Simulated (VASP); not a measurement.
Te, 3 atoms in the cell. It takes space group P3_121 (No. 152, trigonal). The conventional cell has a = 4.632 Å, b = 4.632 Å, c = 5.887 Å, α = 90.00°, β = 90.00°, γ = 120.00°. Within 3.7 Å of Te (site symmetry 2) lie 6 Te at 2.83 to 3.62 Å. 

```yaml
Program: VASP 6.6.1
Task: single point
Functional: r2SCAN
Potentials_or_basis: VASP PAW PBE potentials, release 64 (Te)
Cutoff: 520 eV
k_mesh: 8 × 8 × 6
Occupations: methfessel-paxton, width 0.2 eV
Spin: no spin polarisation
Dipole_correction: no
Further_INCAR_settings: ALGO = Normal; EDIFF = 1e-07; NBANDS = 16
```

Potentials or basis: VASP PAW PBE potentials, release 64 (Te).

The run is started by

```bash
$ cat potpaw_PBE.64/Te/POTCAR > POTCAR
$ cp INCAR.step1 INCAR
$ mpirun -np 1 vasp_std > vasp.out
$ cp INCAR.step2 INCAR
$ mpirun -np 1 vasp_std > vasp.out
```

Hardware: 1 thread of Intel(R) Xeon(R) Platinum 8259CL CPU @ 2.50GHz (Skylake/Cascade Lake) (shared host).

Task: Estimate the wall time of this run.

Result: Wall time 4.9 min on 1 thread of Intel(R) Xeon(R) Platinum 8259CL CPU @ 2.50GHz (Skylake/Cascade Lake), with other jobs on the host, peak memory 0.28 GiB. Counts: k points 50.
